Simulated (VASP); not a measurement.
# Fe (Im-3m) in VASP: a series of runs

Runs on Fe. Level: PBE. Tasks: single point.

All numbers are computed with VASP 6.6.1; they aren't measurements. Logs are shortened: lines on timing, memory, paths and dates and some standing lists are left out, and cuts for length are marked.

## (1) The cell of the first run

Symmetry: Im-3m, No. 229, cubic system. Conventional cell: a = 2.863 Å, b = 2.863 Å, c = 2.863 Å, α = 90.00°, β = 90.00°, γ = 90.00°. Within 3.3 Å of Fe (site symmetry m-3m) lie 14 Fe at 2.48 to 2.86 Å.

## (2) Single point, PBE, collinear spin, ferromagnetic start

File INCAR:

```
SYSTEM = Fe
ALGO = Normal
EDIFF = 1E-6
ENCUT = 520
GGA = PE
ISIF = 2
ISMEAR = 0
ISPIN = 2
ISYM = 0
LASPH = .True.
LCHARG = .True.
LELF = .True.
LMAXMIX = 4
LORBIT = 11
LREAL = .False.
LVHAR = .True.
LWAVE = .False.
MAGMOM = 4
NBANDS = 14
NELM = 150
PREC = Accurate
SIGMA = 0.1
```

File KPOINTS:

```
Automatic mesh
0
Gamma
  5 1 7
  0.25 0.25 0.25
```

File POSCAR:

```
Fe
1.0
   -1.4315177495      1.4315177495      1.4315177495
    1.4315177495     -1.4315177495      1.4315177495
    1.4315177495      1.4315177495     -1.4315177495
Fe
1
Direct
    0.0000000000      0.0000000000      0.0000000000
```

Potentials or basis: VASP PAW PBE potentials, release 64 (Fe).

Started as:

```bash
> cat potpaw_PBE.64/Fe/POTCAR > POTCAR
> mpirun -np 1 vasp_std > vasp.out
```

OUTCAR:

```text
SYSTEM = Fe
   EDIFF = 1E-6
   ENCUT = 520
   GGA = PE
   ISIF = 2
   ISMEAR = 0
   ISPIN = 2
   ISYM = 0
   LASPH = .True.
   LORBIT = 11
   LREAL = .False.
   NELM = 150
   PREC = Accurate

 ion  position               nearest neighbor table
   1  0.000  0.000  0.000-

IMPORTANT INFORMATION: All symmetrisations will be switched off!
NOSYMM: (Re-)initialisation of all symmetry stuff for point group C_1.

----------------------------------------------------------------------------------------

                                     Primitive cell

  volume of cell :      11.7341

  direct lattice vectors                    reciprocal lattice vectors
    -1.431517749  1.431517749  1.431517749     0.000000000  0.349279637  0.349279637
     1.431517749 -1.431517749  1.431517749     0.349279637  0.000000000  0.349279637
     1.431517749  1.431517749 -1.431517749     0.349279637  0.349279637  0.000000000

  length of vectors
     2.479461474  2.479461474  2.479461474     0.493956000  0.493956000  0.493956000

  position of ions in fractional coordinates (direct lattice)
     0.000000000  0.000000000  0.000000000

  ion indices of the primitive-cell ions
   primitive index   ion index
                 1           1

----------------------------------------------------------------------------------------

 KPOINTS: Automatic mesh

Automatic generation of k-mesh.
 Grid dimensions read from file:
 generate k-points for:    5    1    7

 Generating k-lattice:

  Cartesian coordinates                     Fractional coordinates (reciprocal lattice)
     0.000000000  0.069855927  0.069855927     0.200000000  0.000000000  0.000000000
     0.349279637  0.000000000  0.349279637     0.000000000  1.000000000  0.000000000
     0.049897091  0.049897091  0.000000000     0.000000000  0.000000000  0.142857143

  Length of vectors
     0.098791200  0.493956000  0.070565143

  Shift w.r.t. Gamma in fractional coordinates (k-lattice)
     0.250000000  0.250000000  0.250000000

 -----------------------------------------------------------------------------
|                                                                             |
|           W    W    AA    RRRRR   N    N  II  N    N   GGGG   !!!           |
|           W    W   A  A   R    R  NN   N  II  NN   N  G    G  !!!           |
|           W    W  A    A  R    R  N N  N  II  N N  N  G       !!!           |
|           W WW W  AAAAAA  RRRRR   N  N N  II  N  N N  G  GGG   !            |
|           WW  WW  A    A  R   R   N   NN  II  N   NN  G    G                |
|           W    W  A    A  R    R  N    N  II  N    N   GGGG   !!!           |
|                                                                             |
|     Your reciprocal lattice and k-lattice belong to different lattice       |
|     classes:                                                                |
|                                                                             |
|        The reciprocal lattice is face-centered cubic,                       |
|        whereas your k-lattice is triclinic.                                 |
|                                                                             |
|     Results are often still useful ...                                      |
|                                                                             |
 -----------------------------------------------------------------------------

 WARNING: IBZKPT: internal override: KBLOWUP is changed to .FALSE.
      ... skipping the blow-up phase ...

 Subroutine IBZKPT returns following result:
 ===========================================

 Found     35 irreducible k-points:

 Following reciprocal coordinates:
            Coordinates               Weight
  0.050000  0.250000  0.035714      1.000000
  0.250000  0.250000  0.035714      1.000000
  0.450000  0.250000  0.035714      1.000000
 -0.350000  0.250000  0.035714      1.000000
 -0.150000  0.250000  0.035714      1.000000
  0.050000  0.250000  0.178571      1.000000
[... 16 lines left out ...]
  0.450000  0.250000 -0.392857      1.000000
 -0.350000  0.250000 -0.392857      1.000000
 [... further k-points ...]
   k-points           NKPTS =     35   k-points in BZ     NKDIM =     35   number of bands    NBANDS=     14
   number of dos      NEDOS =    301   number of ions     NIONS =      1
   total plane-waves  NPLWV =   5832
   dimension x,y,z NGX =    18 NGY =   18 NGZ =   18
   dimension x,y,z NGXF=    36 NGYF=   36 NGZF=   36
   ions per type =               1
   NGX,Y,Z   is equivalent  to a cutoff of  12.07, 12.07, 12.07 a.u.
   NGXF,Y,Z  is equivalent  to a cutoff of  24.14, 24.14, 24.14 a.u.
 SYSTEM =  Fe
   PREC   = accura    normal or accurate (medium, high low for compatibility)
   ISTART =      0    job   : 0-new  1-cont  2-samecut
   ICHARG =      2    charge: 1-file 2-atom 10-const
   ISPIN  =      2    spin polarized calculation?
   LNONCOLLINEAR =      F non collinear calculations
   LSORBIT =      F    spin-orbit coupling
   LASPH  =      T    aspherical Exc in radial PAW
   ENCUT  =  520.0 eV  38.22 Ry    6.18 a.u.   4.61  4.61  4.61*2*pi/ulx,y,z
   NELM   =    150;   NELMIN=  2; NELMDL= -5     # of ELM steps
   EDIFF  = 0.1E-05   stopping-criterion for ELM
   LREAL  =      F    real-space projection
   EDIFFG = 0.1E-04   stopping-criterion for IOM
   NSW    =      0    number of steps for IOM
   IBRION =     -1    ionic relax: 0-MD 1-quasi-New 2-CG
   NFREE  =      0    steps in history (QN), initial steepest desc. (CG)
   ISIF   =      2    stress and relaxation
   ISYM   =      0    0-nonsym 1-usesym 2-fastsym
   POTIM  = 0.5000    time-step for ionic-motion
   TEBEG  =    0.0;   TEEND  =   0.0 temperature during run
   PSTRESS=    0.0 pullay stress
   NELECT =       8.0000    total number of electrons
   NUPDOWN=      -1.0000    fix difference up-down
   EMIN   =  10.00;   EMAX   =-10.00  energy-range for DOS
   EFERMI =   0.00;   METHOD = LEGACY
   ISMEAR =     0;   SIGMA  =   0.10  broadening in eV -4-tet -1-fermi 0-gaus
   EFERMI_NEDOS =   21; number of points for ismear=-14 and -15
   IALGO  =     38    algorithm
   IMIX   =      4    mixing-type and parameters
     AMIX     =   0.40;   BMIX     =  1.00
     AMIX_MAG =   1.60;   BMIX_MAG =  1.00
  volume/ion in A,a.u.               =      11.73        79.19
  Fermi-wavevector in a.u.,A,eV,Ry     =   1.440859  2.722828 28.246703  2.076074
  Thomas-Fermi vector in A             =   2.559556
   LORBIT       =     11    0 simple, 1 ext, 2 COOP (PROOUT), +10 PAW based schemes
   GGA     = PE    functional components
   LHFCALC =     F    Hartree Fock is set to
   AEXX    =    0.0000 exact exchange contribution
   IVDW    =     0    specifies the selected vdW correction
   LEPSILON=     F    determine dielectric tensor
   LRPA    =     F    only Hartree local field effects (RPA)
 spin polarized calculation
 Gauss-broadening in eV      SIGMA  =   0.10
  energy-cutoff  :      520.00
  volume of cell :       11.73
 maximum number of plane-waves:       323
   NGX =  9   NGY =  9   NGZ =  9

 number of electron       7.9999999 magnetization       2.3957543

 Free energy of the ion-electron system (eV)
  ---------------------------------------------------
  ext. energy  EPLUGINS =         0.00000000
  ---------------------------------------------------
  free energy    TOTEN  =        -8.32385544 eV

  energy without entropy =       -8.32003229  energy(sigma->0) =       -8.32194387

 E-fermi :   5.4820     XC(G=0): -12.9303

 val. band max:        5.4304050370   @ k =   0.4500   0.2500  -0.3929
 cond. band min:       5.5217375282   @ k =   0.4500   0.2500   0.4643
 fundamental gap:      0.0913324913
 Fermi energy:         5.4820241666

 spin component 1

 k-point     1 :       0.0500    0.2500    0.0357
  band No.  band energies     occupation
      1       0.1468      1.00000
      2       2.5324      1.00000
      3       2.9450      1.00000
      4       4.2375      1.00000
      5       4.5265      1.00000
      6       4.9125      1.00000
      7      19.0490      0.00000
      8      24.3681      0.00000
      9      26.4593      0.00000
     10      30.1577      0.00000
     11      33.6874      0.00000
     12      37.1018      0.00000
     13      39.4616      0.00000
     14      43.8234      0.00000

 k-point     2 :       0.2500    0.2500    0.0357
  band No.  band energies     occupation
      1       1.6480      1.00000
      2       2.1623      1.00000
      3       2.8361      1.00000
      4       4.4042      1.00000
      5       4.6848      1.00000
      6       8.3474      0.00000
      7      15.6018      0.00000
      8      16.5651      0.00000
      9      23.0715      0.00000
     10      33.0849      0.00000
     11      35.9881      0.00000
     12      42.0753      0.00000
     13      42.4264      0.00000
     14      45.0483      0.00000

 k-point     3 :       0.4500    0.2500    0.0357
  band No.  band energies     occupation
      1       1.6844      1.00000
      2       2.1474      1.00000
      3       2.8462      1.00000
      4       4.4233      1.00000
      5       4.6910      1.00000
      6       8.7184      0.00000
      7      15.1737      0.00000
      8      16.3143      0.00000
      9      22.9765      0.00000
     10      33.1975      0.00000
     11      35.9966      0.00000
     12      42.1998      0.00000
     13      42.7509      0.00000
     14      45.0742      0.00000
[... 324 lines left out ...]
 k-point    23 :       0.4500    0.2500   -0.3929
  band No.  band energies     occupation
      1       1.4851      1.00000
      2       1.7162      1.00000
      3       3.5343      1.00000
      4       4.4087      1.00000
      5       5.4304      0.76731
      6       9.4739      0.00000
      7      15.4245      0.00000
      8      17.8797      0.00000
      9      22.9934      0.00000
     10      25.8364      0.00000
     11      32.5825      0.00000
     12      37.6881      0.00000
     13      42.2222      0.00000
     14      46.5052      0.00000

 k-point    24 :      -0.3500    0.2500   -0.3929
  band No.  band energies     occupation
      1       1.4882      1.00000
      2       1.5793      1.00000
      3       3.5034      1.00000
      4       4.7556      1.00000
      5       5.3896      0.90439
      6      10.6592      0.00000
      7      14.9614      0.00000
      8      16.3473      0.00000
      9      23.7496      0.00000
     10      25.5785      0.00000
     11      31.1623      0.00000
     12      37.6468      0.00000
     13      44.3304      0.00000
     14      46.5872      0.00000

 [... further k-points ...]

 spin component 2

 k-point     1 :       0.0500    0.2500    0.0357
  band No.  band energies     occupation
      1       0.5695      1.00000
      2       4.4106      1.00000
      3       4.8508      1.00000
      4       7.0091      0.00000
      5       7.2496      0.00000
      6       7.2760      0.00000
      7      19.8414      0.00000
      8      24.6335      0.00000
      9      27.3620      0.00000
     10      30.3504      0.00000
     11      34.4597      0.00000
     12      37.3552      0.00000
     13      39.8620      0.00000
     14      44.2197      0.00000

 k-point     2 :       0.2500    0.2500    0.0357
  band No.  band energies     occupation
      1       2.9346      1.00000
      2       4.0209      1.00000
      3       4.3738      1.00000
      4       7.1218      0.00000
      5       7.4536      0.00000
      6       9.9650      0.00000
      7      16.6289      0.00000
      8      17.3817      0.00000
      9      23.7063      0.00000
     10      33.2859      0.00000
     11      36.2531      0.00000
     12      42.5193      0.00000
     13      42.8570      0.00000
     14      45.9921      0.00000

 k-point     3 :       0.4500    0.2500    0.0357
  band No.  band energies     occupation
      1       3.0317      1.00000
      2       4.0303      1.00000
      3       4.3654      1.00000
      4       7.1172      0.00000
      5       7.4737      0.00000
      6      10.2307      0.00000
      7      16.2448      0.00000
      8      17.1391      0.00000
      9      23.6103      0.00000
     10      33.4159      0.00000
     11      36.2323      0.00000
     12      42.5843      0.00000
     13      43.2595      0.00000
     14      46.0237      0.00000
[... 324 lines left out ...]
 k-point    23 :       0.4500    0.2500   -0.3929
  band No.  band energies     occupation
      1       3.1215      1.00000
      2       3.6337      1.00000
      3       5.9981      0.00000
      4       6.4628      0.00000
      5       7.6389      0.00000
      6      10.7495      0.00000
      7      16.4017      0.00000
      8      18.6552      0.00000
      9      23.6203      0.00000
     10      26.3199      0.00000
     11      33.4211      0.00000
     12      38.2797      0.00000
     13      42.7749      0.00000
     14      47.0969      0.00000

 k-point    24 :      -0.3500    0.2500   -0.3929
  band No.  band energies     occupation
      1       3.2250      1.00000
      2       3.4586      1.00000
      3       5.9628      0.00000
      4       6.7860      0.00000
      5       7.6569      0.00000
      6      11.8045      0.00000
      7      15.8944      0.00000
      8      17.2068      0.00000
      9      24.3303      0.00000
     10      26.0730      0.00000
     11      32.0472      0.00000
     12      38.2545      0.00000
     13      44.8924      0.00000
     14      47.1688      0.00000

 [... further k-points ...]
[... 5 lines left out ...]
  --------------------------------------------------------------------------------------
  -------------------------------------------------------------------------------------
  Total       -0.1826786     -0.2272945     -0.2761902     -0.6887323     -0.8011124      0.7775269
  in kB      -24.9429675    -31.0348285    -37.7110450    -94.0396116   -109.3840053    106.1636408
  external PRESSURE =     -31.2296137 kB  Pullay stress =       0.0000000 kB

 VOLUME and BASIS-vectors are now :
 -----------------------------------------------------------------------------
  energy-cutoff  :      520.00
  volume of cell :       11.73
      direct lattice vectors                 reciprocal lattice vectors
    -1.431517749  1.431517749  1.431517749     0.000000000  0.349279637  0.349279637
     1.431517749 -1.431517749  1.431517749     0.349279637  0.000000000  0.349279637
     1.431517749  1.431517749 -1.431517749     0.349279637  0.349279637  0.000000000

 POSITION                                       TOTAL-FORCE (eV/Angst)
 -----------------------------------------------------------------------------------
      0.00000      0.00000      0.00000         0.000000     -0.000000      0.000000
 -----------------------------------------------------------------------------------
    total drift:                                0.000000     -0.000000      0.000000

  FREE ENERGIE OF THE ION-ELECTRON SYSTEM (eV)
  ---------------------------------------------------
  free  energy   TOTEN  =        -8.3238554416 eV

  energy  without entropy=       -8.3200322925  energy(sigma->0) =       -8.32194387

 total charge

# of ion       s       p       d       tot
------------------------------------------
    1        0.477   0.520   6.198   7.195

 magnetization (x)

# of ion       s       p       d       tot
------------------------------------------
    1       -0.012  -0.046   2.449   2.391
```

Run time: 19 s. Hardware: 1 thread of Intel Xeon 8259CL, shared host; peak memory 0.12 GiB.

Results:

* Free energy: -8.3239 eV
* Pressure: -3.1 GPa
* Net moment: 2.40 μB per cell
* Site moments: Fe +2.39 μB
* Valence electrons inside the program's atomic spheres: Fe 7.20

Stress tensor (GPa, compression positive):
```
 -2.49  -9.40  10.62
 -9.40  -3.10 -10.94
 10.62 -10.94  -3.77
```

Caveat: the k points lie up to 3.10 Å⁻¹ apart.

(Part 1 of 2 ends here.)
